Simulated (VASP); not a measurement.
Input of a VASP 6.6.1 run:

File POSCAR:

```
Si2Mo
1.0
    1.7968513399      1.0374126033      4.1163638641
   -1.7968513399      1.0374126033      4.1163638641
    0.0000000000     -2.0748252111      4.1163638629
Si Mo
2 1
Direct
    0.2140777212      0.2140777212      0.2140777212
    0.7859222788      0.7859222788      0.7859222788
    0.0000000000      0.0000000000      0.0000000000
```

Contents of INCAR.step1:

```
PREC     = Accurate       # precision mode
ENCUT    = 520            # plane-wave cutoff, eV
ISMEAR   = -1             # smearing method
SIGMA    = 0.03           # smearing width, eV
LREAL    = False          # projectors in reciprocal space
LASPH    = True           # aspherical terms in the spheres
NELM     = 100            # most SCF steps
NBANDS   = 18             # bands
GGA      = PE             # functional
ALGO     = Normal         # electronic algorithm
EDIFF    = 1E-4           # SCF threshold, eV
LWAVE    = True           # write WAVECAR
LCHARG   = False          # write CHGCAR
```

INCAR.step2

```
PREC     = Accurate       # precision mode
ENCUT    = 520            # plane-wave cutoff, eV
EDIFF    = 1E-6           # SCF threshold, eV
ISMEAR   = -1             # smearing method
SIGMA    = 0.03           # smearing width, eV
LREAL    = False          # projectors in reciprocal space
LASPH    = True           # aspherical terms in the spheres
NELM     = 100            # most SCF steps
ALGO     = Normal         # electronic algorithm
ISIF     = 2              # what is computed and relaxed
LWAVE    = False          # write WAVECAR
LCHARG   = True           # write CHGCAR
METAGGA  = R2SCAN         # meta-GGA
LMIXTAU  = True         
LUSE_VDW = True         
IVDW_NL  = 2            
BPARAM   = 11.95        
CPARAM   = 0.0093       
LELF     = True           # ELF
LVHAR    = True         
NBANDS   = 18             # bands
ISTART   = 1
```

The input KPOINTS:

```
regular mesh
0
Gamma
  8 8 8
```

Potentials or basis: VASP PAW PBE potentials, release 64 (Si, Mo_sv).

Launch:

```bash
$ cat potpaw_PBE.64/Si/POTCAR potpaw_PBE.64/Mo_sv/POTCAR > POTCAR
$ cp INCAR.step1 INCAR
$ mpirun -np 1 vasp_std > vasp.out
$ cp INCAR.step2 INCAR
$ mpirun -np 1 vasp_std > vasp.out
```

Problem. What does it give for the largest force?

Solution. 0.022 eV/Å.

Problem. Estimate the band gap on the k mesh.

Solution. Zero (band 11 reaches 11.00 eV, above the bottom of band 12 at 9.73 eV).

Stress tensor (GPa, compression positive):
```
0.23 0.00 0.00
0.00 0.23 0.00
0.00 0.00 0.42
```

Caveat: the PAW data sets were made with another functional, which shifts forces and pressure a little.
